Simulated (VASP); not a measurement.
A run of VASP 6.6.1 is set up as follows.

The input INCAR:

```
SYSTEM = TePb
  PREC = Accurate
  ENCUT = 520
  EDIFF = 1E-6
  ISMEAR = 0
  SIGMA = 0.02
  LREAL = .FALSE.
  LASPH = .TRUE.
  NELM = 80
  ALGO = Normal
  ISIF = 2
  LWAVE = .FALSE.
  LCHARG = .FALSE.
  GGA = PE
  NBANDS = 28
```

The input KPOINTS:

```
regular mesh
0
G
  6 6 4
  0 0 0
```

The input POSCAR:

```
TePb
1.0
    3.3340769850      3.3340769850      0.0000000000
   -3.2724868929      3.2724868929      0.0000000000
    0.0000000000      0.0000000000      6.5449737858
Te Pb
2 2
Direct
    0.0000000000      0.0000000000      0.0000000000
    0.5000000000      0.5000000000      0.5000000000
    0.5000000000      0.5000000000      0.0000000000
    0.0000000000      0.0000000000      0.5000000000
```

Potentials or basis: VASP PAW PBE potentials, release 64 (Te, Pb_d).

Command:

```sh
$ cat potpaw_PBE.64/Te/POTCAR potpaw_PBE.64/Pb_d/POTCAR > POTCAR
$ mpirun -np 1 vasp_std > vasp.out
```

Problem. Predict the pressure.

Solution. -0.3 GPa.

Problem. What does it give for the band gap on the k mesh?

Solution. 0.76 eV.

Stress tensor (GPa, compression positive):
```
-0.72 -0.26  0.00
-0.26 -0.72  0.00
 0.00  0.00  0.51
```

Caveat: the cell differs from its parent crystal (uniaxial strain along a: +1.5 %); spin-orbit coupling is left out, which moves the levels of the heavy elements. A k mesh can miss the band edges.
